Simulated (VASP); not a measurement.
# Ag (Fd-3m) in VASP: further runs

The runs below take Ag through single point, with LDA.

All numbers are computed with VASP 6.6.1; they aren't measurements. Logs are shortened: lines on timing, memory, paths and dates and some standing lists are left out, and cuts for length are marked.

## 1. The cell of the first run

The structure is cubic, space group Fd-3m (No. 227). The conventional cell has a = 5.930 Å, b = 5.930 Å, c = 5.930 Å, α = 90.00°, β = 90.00°, γ = 90.00°. Ag (site symmetry -43m) has 4 Ag at 2.57 Å within 3.4 Å.

## 2. Single point, LDA

The input, INCAR:

```
SYSTEM = Ag
  ALGO = Normal
  EDIFF = 1E-6
  ENCUT = 520
  ISIF = 2
  ISMEAR = -1
  LASPH = .TRUE.
  LCHARG = .FALSE.
  LREAL = .FALSE.
  LWAVE = .FALSE.
  NBANDS = 18
  NELM = 100
  PREC = Accurate
  SIGMA = 0.1
```

The input, KPOINTS:

```
k-points
0
G
  10 10 10
  0 0 0
```

The input, POSCAR:

```
Ag
1.0
    0.0000000000      2.9650139584      2.9650139584
    2.9650139584      0.0000000000      2.9650139584
    2.9650139584      2.9650139584      0.0000000000
Ag
2
Direct
    0.1250000000      0.1250000000      0.1250000000
    0.8750000000      0.8750000000      0.8750000000
```

Potentials or basis: VASP PAW LDA potentials, release 64 (Ag).

Started as:

```bash
$ cat potpaw_LDA.64/Ag/POTCAR > POTCAR
$ mpirun -np 1 vasp_std > vasp.out
```

OUTCAR:

```text
SYSTEM = Ag
   EDIFF = 1E-6
   ENCUT = 520
   ISIF = 2
   ISMEAR = -1
   LASPH = .TRUE.
   LREAL = .FALSE.
   NELM = 100
   PREC = Accurate

 ion  position               nearest neighbor table
   1  0.125  0.125  0.125-   2 2.57   2 2.57   2 2.57   2 2.57
   2  0.875  0.875  0.875-   1 2.57   1 2.57   1 2.57   1 2.57

  LATTYP: Found a face centered cubic cell.
 ALAT       =     5.9300279168

  Lattice vectors:

 A1 = (   0.0000000000,   2.9650139584,   2.9650139584)
 A2 = (   2.9650139584,   0.0000000000,   2.9650139584)
 A3 = (   2.9650139584,   2.9650139584,   0.0000000000)

Analysis of symmetry for initial positions (statically):
=====================================================================
 Subroutine PRICEL returns:
 Original cell was already a primitive cell.

 Routine SETGRP: Setting up the symmetry group for a
 face centered cubic supercell.

 Subroutine GETGRP returns: Found 48 space group operations
 (whereof 12 operations were pure point group operations)
 out of a pool of 48 trial point group operations.

The static configuration has the point symmetry D_3d.
 The point group associated with its full space group is O_h .

Analysis of symmetry for dynamics (positions and initial velocities):
=====================================================================
 Subroutine PRICEL returns:
 Original cell was already a primitive cell.

 Routine SETGRP: Setting up the symmetry group for a
 face centered cubic supercell.

 Subroutine GETGRP returns: Found 48 space group operations
 (whereof 12 operations were pure point group operations)
 out of a pool of 48 trial point group operations.

The dynamic configuration has the point symmetry D_3d.
 The point group associated with its full space group is O_h .

 Subroutine INISYM returns: Found 48 space group operations
 (whereof 12 operations are pure point group operations),
 and found     1 'primitive' translations

----------------------------------------------------------------------------------------

                                     Primitive cell

  volume of cell :      52.1327

  direct lattice vectors                    reciprocal lattice vectors
     0.000000000  2.965013958  2.965013958    -0.168633270  0.168633270  0.168633270
     2.965013958  0.000000000  2.965013958     0.168633270 -0.168633270  0.168633270
     2.965013958  2.965013958  0.000000000     0.168633270  0.168633270 -0.168633270

  length of vectors
     4.193162953  4.193162953  4.193162953     0.292081392  0.292081392  0.292081392

  position of ions in fractional coordinates (direct lattice)
     0.125000000  0.125000000  0.125000000
     0.875000000  0.875000000  0.875000000

  ion indices of the primitive-cell ions
   primitive index   ion index
                 1           1
                 2           2

----------------------------------------------------------------------------------------

 KPOINTS: k-points

Automatic generation of k-mesh.
 Grid dimensions read from file:
 generate k-points for:   10   10   10

 Generating k-lattice:

  Cartesian coordinates                     Fractional coordinates (reciprocal lattice)
    -0.016863327  0.016863327  0.016863327     0.100000000  0.000000000  0.000000000
     0.016863327 -0.016863327  0.016863327     0.000000000  0.100000000  0.000000000
     0.016863327  0.016863327 -0.016863327     0.000000000  0.000000000  0.100000000

  Length of vectors
     0.029208139  0.029208139  0.029208139

  Shift w.r.t. Gamma in fractional coordinates (k-lattice)
     0.000000000  0.000000000  0.000000000

 Subroutine IBZKPT returns following result:
 ===========================================

 Found     47 irreducible k-points:

 Following reciprocal coordinates:
            Coordinates               Weight
  0.000000  0.000000  0.000000      1.000000
  0.100000  0.000000  0.000000      8.000000
  0.200000  0.000000  0.000000      8.000000
  0.300000  0.000000  0.000000      8.000000
  0.400000  0.000000  0.000000      8.000000
  0.500000  0.000000  0.000000      4.000000
[... 16 lines left out ...]
  0.300000  0.300000  0.000000      6.000000
  0.400000  0.300000  0.000000     24.000000
 [... further k-points ...]
   k-points           NKPTS =     47   k-points in BZ     NKDIM =     47   number of bands    NBANDS=     18
   number of dos      NEDOS =    301   number of ions     NIONS =      2
   total plane-waves  NPLWV =  32768
   dimension x,y,z NGX =    32 NGY =   32 NGZ =   32
   dimension x,y,z NGXF=    64 NGYF=   64 NGZF=   64
   ions per type =               2
   NGX,Y,Z   is equivalent  to a cutoff of  12.69, 12.69, 12.69 a.u.
   NGXF,Y,Z  is equivalent  to a cutoff of  25.37, 25.37, 25.37 a.u.
 SYSTEM =  Ag
   PREC   = accura    normal or accurate (medium, high low for compatibility)
   ISTART =      0    job   : 0-new  1-cont  2-samecut
   ICHARG =      2    charge: 1-file 2-atom 10-const
   ISPIN  =      1    spin polarized calculation?
   LNONCOLLINEAR =      F non collinear calculations
   LSORBIT =      F    spin-orbit coupling
   LASPH  =      T    aspherical Exc in radial PAW
   ENCUT  =  520.0 eV  38.22 Ry    6.18 a.u.   7.80  7.80  7.80*2*pi/ulx,y,z
   NELM   =    100;   NELMIN=  2; NELMDL= -5     # of ELM steps
   EDIFF  = 0.1E-05   stopping-criterion for ELM
   LREAL  =      F    real-space projection
   EDIFFG = 0.1E-04   stopping-criterion for IOM
   NSW    =      0    number of steps for IOM
   IBRION =     -1    ionic relax: 0-MD 1-quasi-New 2-CG
   NFREE  =      0    steps in history (QN), initial steepest desc. (CG)
   ISIF   =      2    stress and relaxation
   ISYM   =      2    0-nonsym 1-usesym 2-fastsym
   POTIM  = 0.5000    time-step for ionic-motion
   TEBEG  =    0.0;   TEEND  =   0.0 temperature during run
   PSTRESS=    0.0 pullay stress
   NELECT =      22.0000    total number of electrons
   NUPDOWN=      -1.0000    fix difference up-down
   EMIN   =  10.00;   EMAX   =-10.00  energy-range for DOS
   EFERMI =   0.00;   METHOD = LEGACY
   ISMEAR =    -1;   SIGMA  =   0.10  broadening in eV -4-tet -1-fermi 0-gaus
   EFERMI_NEDOS =   21; number of points for ismear=-14 and -15
   IALGO  =     38    algorithm
   IMIX   =      4    mixing-type and parameters
     AMIX     =   0.40;   BMIX     =  1.00
     AMIX_MAG =   1.60;   BMIX_MAG =  1.00
  volume/ion in A,a.u.               =      26.07       175.90
  Fermi-wavevector in a.u.,A,eV,Ry     =   1.227945  2.320480 20.515537  1.507849
  Thomas-Fermi vector in A             =   2.362889
   LORBIT       =      0    0 simple, 1 ext, 2 COOP (PROOUT), +10 PAW based schemes
   GGA     = CA    functional components
   LHFCALC =     F    Hartree Fock is set to
   AEXX    =    0.0000 exact exchange contribution
   IVDW    =     0    specifies the selected vdW correction
   LEPSILON=     F    determine dielectric tensor
   LRPA    =     F    only Hartree local field effects (RPA)
 non-spin polarized calculation
  energy-cutoff  :      520.00
  volume of cell :       52.13
 maximum number of plane-waves:      1422
   NGX = 15   NGY = 15   NGZ = 15

 number of electron      22.0000007 magnetization

 Free energy of the ion-electron system (eV)
  ---------------------------------------------------
  ext. energy  EPLUGINS =         0.00000000
  ---------------------------------------------------
  free energy    TOTEN  =        -5.46124681 eV

  energy without entropy =       -5.44441441  energy(sigma->0) =       -5.45283061

 E-fermi :   3.4039     XC(G=0):  -9.9513

 val. band max:        3.3868723060   @ k =  -0.3000   0.4000   0.2000
 cond. band min:       3.5608513797   @ k =  -0.4000   0.2000   0.0000
 fundamental gap:      0.1739790737
 Fermi energy:         3.4038592087

 k-point     1 :       0.0000    0.0000    0.0000
  band No.  band energies     occupation
      1      -1.9033      2.00000
      2      -1.4588      2.00000
      3      -1.4588      2.00000
      4      -1.4439      2.00000
      5      -1.4439      2.00000
      6      -1.4439      2.00000
[... 10 lines left out ...]
     17      13.4420      0.00000
     18      14.0905      0.00000

 k-point     2 :       0.1000    0.0000    0.0000
  band No.  band energies     occupation
      1      -1.7808      2.00000
      2      -1.5656      2.00000
      3      -1.5656      2.00000
      4      -1.4388      2.00000
      5      -1.3090      2.00000
      6      -1.3090      2.00000
[... 10 lines left out ...]
     17      14.1872      0.00000
     18      14.6026      0.00000

 k-point     3 :       0.2000    0.0000    0.0000
  band No.  band energies     occupation
      1      -1.6244      2.00000
      2      -1.6244      2.00000
      3      -1.5343      2.00000
      4      -1.3462      2.00000
      5      -1.1901      2.00000
      6      -1.1901      2.00000
[... 10 lines left out ...]
     17      14.7081      0.00000
     18      14.7351      0.00000

 k-point     4 :       0.3000    0.0000    0.0000
  band No.  band energies     occupation
      1      -1.6219      2.00000
      2      -1.6219      2.00000
      3      -1.4772      2.00000
      4      -1.1518      2.00000
      5      -1.1518      2.00000
      6      -1.0595      2.00000
[... 375 lines left out ...]
      4      -1.2278      2.00000
      5      -0.9627      2.00000
      6      -0.8825      2.00000
[... 10 lines left out ...]
     17      15.1673      0.00000
     18      15.2402      0.00000

 k-point    23 :       0.3000    0.3000    0.0000
  band No.  band energies     occupation
      1      -1.8417      2.00000
      2      -1.4986      2.00000
      3      -1.4986      2.00000
      4      -0.9886      2.00000
      5      -0.9812      2.00000
      6      -0.6758      2.00000
[... 10 lines left out ...]
     17      18.4151      0.00000
     18      18.4151      0.00000

 k-point    24 :       0.4000    0.3000    0.0000
  band No.  band energies     occupation
      1      -1.8321      2.00000
      2      -1.5261      2.00000
      3      -1.5192      2.00000
      4      -1.0787      2.00000
      5      -0.8545      2.00000
      6      -0.5755      2.00000
[... 10 lines left out ...]
     17      18.3702      0.00000
     18      18.4131      0.00000

 [... further k-points ...]
[... 5 lines left out ...]
  --------------------------------------------------------------------------------------
  -------------------------------------------------------------------------------------
  Total        0.0083851      0.0083851      0.0083851      0.0000000     -0.0000000      0.0000000
  in kB        0.2576959      0.2576959      0.2576959      0.0000000     -0.0000000      0.0000000
  external PRESSURE =       0.2576959 kB  Pullay stress =       0.0000000 kB

 VOLUME and BASIS-vectors are now :
 -----------------------------------------------------------------------------
  energy-cutoff  :      520.00
  volume of cell :       52.13
      direct lattice vectors                 reciprocal lattice vectors
     0.000000000  2.965013958  2.965013958    -0.168633270  0.168633270  0.168633270
     2.965013958  0.000000000  2.965013958     0.168633270 -0.168633270  0.168633270
     2.965013958  2.965013958  0.000000000     0.168633270  0.168633270 -0.168633270

 POSITION                                       TOTAL-FORCE (eV/Angst)
 -----------------------------------------------------------------------------------
      0.74125      0.74125      0.74125        -0.000000     -0.000000     -0.000000
      5.18877      5.18877      5.18877         0.000000      0.000000      0.000000
 -----------------------------------------------------------------------------------
    total drift:                                0.000000      0.000000     -0.000000

  FREE ENERGIE OF THE ION-ELECTRON SYSTEM (eV)
  ---------------------------------------------------
  free  energy   TOTEN  =        -5.4612468058 eV

  energy  without entropy=       -5.4444144062  energy(sigma->0) =       -5.45283061
```

Run time: 35 s. Hardware: 1 thread of AMD EPYC 9R45 (Zen 5), shared host; peak memory 0.14 GiB.

Results:

- Free energy: -5.4612 eV
- Pressure: 0.0 GPa
- Band gap on the k mesh: zero (band 11 reaches 3.93 eV, above the bottom of band 12 at 2.64 eV)

Levels at points of the mesh, in eV from the Fermi level:
```
           k point  band 9  band 10  band 11  band 12  band 13  band 14
(0.00, 0.00, 0.00)   -3.30    -2.53    -2.53     9.42     9.42     9.42
(0.50, 0.00, 0.00)   -2.61    -2.61    -0.89    -0.76     6.67     6.67
(0.50, 0.50, 0.00)   -2.48    -2.48     0.20     0.20     3.58     3.58
```

## 3. Single point, LDA (volume scaled by 1.04)

The input, INCAR:

```
ALGO = Normal ; EDIFF = 1E-7
ENCUT = 520 ; ISIF = 2
ISMEAR = -1 ; LASPH = T
LCHARG = F ; LREAL = F
LWAVE = F ; NBANDS = 18
NELM = 60 ; PREC = Accurate
SIGMA = 0.1
```

The input, KPOINTS:

```
k-points
0
Gamma
  10 10 10
```

The input, POSCAR:

```
Ag
1.0
    0.0000000000      3.0040317744      3.0040317744
    3.0040317744      0.0000000000      3.0040317744
    3.0040317744      3.0040317744      0.0000000000
Ag
2
Direct
    0.1250000000      0.1250000000      0.1250000000
    0.8750000000      0.8750000000      0.8750000000
```

Potentials or basis: VASP PAW LDA potentials, release 64 (Ag).

Started as:

```bash
$ cat potpaw_LDA.64/Ag/POTCAR > POTCAR
$ mpirun -np 1 vasp_std > vasp.out
```

Wall time 27 s (1 thread of AMD EPYC 9R45 (Zen 5), shared host); peak memory 0.14 GiB.

It converged, with:

| Quantity | Value |
| --- | --- |
| Free energy | -5.4499 eV |
| Pressure | -1.8 GPa |
| Band gap on the k mesh | zero (band 11 reaches 3.54 eV, above the bottom of band 12 at 2.27 eV) |

Levels at points of the mesh, in eV from the Fermi level:
| k point | band 9 | band 10 | band 11 | band 12 | band 13 | band 14 |
| --- | --- | --- | --- | --- | --- | --- |
| (0.00, 0.00, 0.00) | -3.24 | -2.53 | -2.53 | 9.14 | 9.14 | 9.14 |
| (0.50, 0.00, 0.00) | -2.60 | -2.60 | -0.79 | -0.78 | 6.51 | 6.51 |
| (0.50, 0.50, 0.00) | -2.48 | -2.48 | 0.18 | 0.18 | 3.56 | 3.56 |
